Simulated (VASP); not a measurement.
Ir, 4 atoms in the cell. Symmetry: P6_3/mmc, No. 194, hexagonal system. The conventional cell has a = 3.931 Å, b = 3.931 Å, c = 6.268 Å, α = 90.00°, β = 90.00°, γ = 120.00°. Ir (site symmetry 3m) has 4 Ir at 2.39 Å within 3.2 Å. 

```yaml
Program: VASP 6.6.1
Task: single point
Functional: PBEsol
Potentials_or_basis: VASP PAW PBE potentials, release 64 (Ir)
Cutoff: 520 eV
k_mesh: 15 × 15 × 8
Occupations: gaussian, width 0.1 eV
Spin: no spin polarisation
Dipole_correction: no
Further_INCAR_settings: ALGO = Fast; EDIFF = 1e-06; NBANDS = 26
```

Potentials or basis: VASP PAW PBE potentials, release 64 (Ir).

The run is started by

```sh
$ cat potpaw_PBE.64/Ir/POTCAR > POTCAR
$ mpirun -np 1 vasp_std > vasp.out
```

Hardware: 1 thread of Intel(R) Xeon(R) Platinum 8259CL CPU @ 2.50GHz (Skylake/Cascade Lake), with other jobs on the host.

How long does it take, and how much memory?

Wall time 6.7 min on 1 thread of Intel(R) Xeon(R) Platinum 8259CL CPU @ 2.50GHz (Skylake/Cascade Lake), on a shared host, peak memory 0.36 GiB. Counts: scf iterations 19, k points 135.
